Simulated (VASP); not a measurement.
A run of VASP 6.6.1 is set up as follows.

INCAR

```
ALGO     = Normal         # electronic algorithm
EDIFF    = 1E-6           # SCF threshold, eV
ENCUT    = 520            # plane-wave cutoff, eV
GGA      = PS             # functional
ISIF     = 2              # what is computed and relaxed
ISMEAR   = -1             # smearing method
ISPIN    = 2              # spin polarisation
LASPH    = T              # aspherical terms in the spheres
LCHARG   = F              # write CHGCAR
LMAXMIX  = 4              # l up to which the mixer works
LORBIT   = 11             # projections on sites
LREAL    = F              # projectors in reciprocal space
LWAVE    = F              # write WAVECAR
MAGMOM   = 0.733333 0.733333 0.733333 0 0 # initial moments
NBANDS   = 27             # bands
NELM     = 150            # most SCF steps
NUPDOWN  = 2.2            # fixed moment
PREC     = Accurate       # precision mode
SIGMA    = 0.05           # smearing width, eV
```

The input KPOINTS:

```
k-points
0
Gamma
  6 6 6
```

POSCAR

```
AlFe3B
1.0
    3.8223220000      0.0000000000      0.0000000000
    0.0000000000      3.8223220000      0.0000000000
    0.0000000000      0.0000000000      3.8223220000
Fe Al B
3 1 1
Direct
    0.0000000000      0.0000000000      0.5000000000
    0.0000000000      0.5000000000      0.0000000000
    0.5000000000      0.0000000000      0.0000000000
    0.5000000000      0.5000000000      0.5000000000
    0.0000000000      0.0000000000      0.0000000000
```

Potentials or basis: VASP PAW PBE potentials, release 64 (Fe, Al, B).

Command:

```bash
$ cat potpaw_PBE.64/Fe/POTCAR potpaw_PBE.64/Al/POTCAR potpaw_PBE.64/B/POTCAR > POTCAR
$ mpirun -np 1 vasp_std > vasp.out
```

Question: Estimate the pressure.

Answer: -11.4 GPa.

Caveat: the cell stands under tension; the PAW data sets were made with another functional, which shifts forces and pressure a little; the total moment is fixed, so each spin has its own Fermi level and the state may be an excited one.
